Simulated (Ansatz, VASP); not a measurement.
## Rh in VASP and in Ansatz

```
Rh
1.0
     0.00000    1.91497    1.91497
     1.81922    0.00000    1.91497
     1.81922    1.91497    0.00000
Rh
1
Direct
  0.00000 0.00000 0.00000
```

Change from the starting cell: strain -0.0500 x Voigt [1, 0, 0, 0, 0, 0], atoms carried along.

Alike in both runs: task single point; functional PBE; k mesh 26 × 26 × 26; occupations gaussian, width 0.15 eV; no spin polarisation.

|  | VASP | Ansatz |
| --- | --- | --- |
| version | VASP 6.6.1 | Ansatz 0.2.0 |
| potentials or method | VASP PAW PBE potentials, release 64 (Rh_pv), cutoff 520 eV | scalar-relativistic, plane waves, PAW |
| valence electrons in the cell | 15 | 17 |

Ansatz gave:

- gap on the k mesh at the Fermi level (eV): none
- pressure (GPa): 15.6
- traceless stress, the component that is largest in VASP (GPa): 8.59

Question: Which values does VASP return?

Answer: gap on the k mesh at the Fermi level (eV): none; pressure (GPa): 15.5; traceless stress, the component that is largest in VASP (GPa): 8.57.

A gap of «none» marks a metal or a gap that the smearing closes. The functional is the same, so the differences come from potentials, cutoffs and numerics. VASP's potentials hold 15 valence electrons a cell and Ansatz's 17, so a difference there can come from the potentials and not from the codes.
